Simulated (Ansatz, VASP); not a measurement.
**Zr: VASP beside Ansatz**

```
CELL_PARAMETERS angstrom
0.00000 2.40101 2.40101
2.40101 0.00000 2.40101
2.40101 2.40101 0.00000
ATOMIC_POSITIONS crystal
Zr 0.87500 0.87500 0.87500
Zr 0.12500 0.12500 0.12500
```

Change from the starting cell: volume scaled by 0.5, LAPW.

Alike in both runs: task single point; functional LDA; k mesh 12 × 12 × 12; occupations fermi-dirac, width 0.08 eV; no spin polarisation.

|  | VASP | Ansatz |
| --- | --- | --- |
| version | VASP 6.6.1 | Ansatz 0.2.0 |
| potentials or method | VASP PAW LDA potentials, release 64 (Zr_sv), cutoff 520 eV | all-electron LAPW, scalar-relativistic |

|  | VASP | Ansatz | Ansatz less VASP |
| --- | --- | --- | --- |
| pressure (GPa) | 161.4 | 157.7 | -3.71 |

LDA's correlation is that of Perdew and Zunger in VASP and of Perdew and Wang (1992) in Ansatz. Both programs put the cell under a high pressure, so it lies far from rest at this level. Ansatz ran all-electron here, and VASP with PAW potentials.

Noted on VASP's run: the cell as given lies far from equilibrium.
